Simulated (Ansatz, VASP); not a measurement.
## One calculation of BN, two programs

```
B N
1.0
     2.52633    0.00000    0.00000
    -1.26317    2.18787    0.00000
     0.00000    0.00000    4.17876
B N
2 2
Cartesian
  1.2632 0.7293 0.0011
  0.0000 1.4586 2.0905
  1.2632 0.7293 1.5659
  0.0000 1.4586 3.6553
```

Alike in both runs: functional r2SCAN; k mesh 12 × 12 × 8; occupations fermi-dirac, width 0.02 eV; no spin polarisation.

Ansatz relaxed the structure, and its values are those at the end. VASP's run is a single point on that final structure, the one shown.

```csv
,VASP,Ansatz
version,VASP 6.6.1,Ansatz 0.2.0
potentials or method,"VASP PAW PBE potentials, release 64 (B_h, N_h), cutoff 910 eV",PAW plane waves
valence electrons in the cell,16,16
```

VASP gave:

- gap on the k mesh at the Fermi level (eV): 5.70

Which values does Ansatz return?

gap on the k mesh at the Fermi level (eV): 5.71.

VASP's potentials were made for PBE, not for r2SCAN. With one functional, cell and mesh, what is left measures potentials, basis and numerics. Ansatz's warnings: stress scf threshold loose.

Noted on VASP's run: the cutoff is short for stress, so the pressure is rough.
